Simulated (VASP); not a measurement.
KCl: single point with r2SCAN

KCl:

```
CELL_PARAMETERS angstrom
3.77117 0.00000 0.00000
0.00000 3.77117 0.00000
0.00000 0.00000 3.77117
ATOMIC_POSITIONS crystal
K 0.00000 0.00000 0.00000
Cl 0.50000 0.50000 0.50000
```

```
Program                : VASP 6.6.1
Task                   : single point
Functional             : r2SCAN
Potentials or basis    : VASP PAW PBE potentials, release 64 (K_sv, Cl)
Cutoff                 : 520 eV
k mesh                 : 8 × 8 × 8
Occupations            : gaussian, width 0.01 eV
Spin                   : no spin polarisation
Dipole correction      : no
Further INCAR settings : ALGO = Normal; EDIFF = 1e-06; NBANDS = 15
```

```yaml
Pressure: 0.0 GPa
Band_gap_on_the_k_mesh: 5.81 eV (least direct gap 6.02 eV)
```

Levels at points of the mesh, in eV from the valence-band top:
| k point | band 5 | band 6 | band 7 | band 8 | band 9 | band 10 | band 11 | band 12 |
| --- | --- | --- | --- | --- | --- | --- | --- | --- |
| (0.00, 0.00, 0.00) | -11.69 | -0.22 | -0.22 | -0.22 | 5.81 | 7.09 | 7.09 | 11.60 |
| (0.50, 0.00, 0.00) | -11.56 | -1.90 | -0.23 | -0.23 | 8.56 | 8.73 | 9.32 | 10.84 |
| (0.50, 0.50, 0.00) | -11.63 | -1.30 | -1.30 | 0.00 | 6.86 | 8.08 | 9.73 | 9.73 |
| (0.50, 0.50, 0.50) | -11.89 | -1.45 | -1.45 | -1.45 | 9.67 | 9.67 | 9.67 | 10.96 |

It took 80 s on 1 thread of AMD EPYC 7R13 Processor (Zen 3) (shared host), peak memory 0.15 GiB.

Caveat: the structure was generated, so it needn't be the stable form of KCl; the PAW data sets were made with another functional, which shifts forces and pressure a little. A k mesh can miss the band edges.
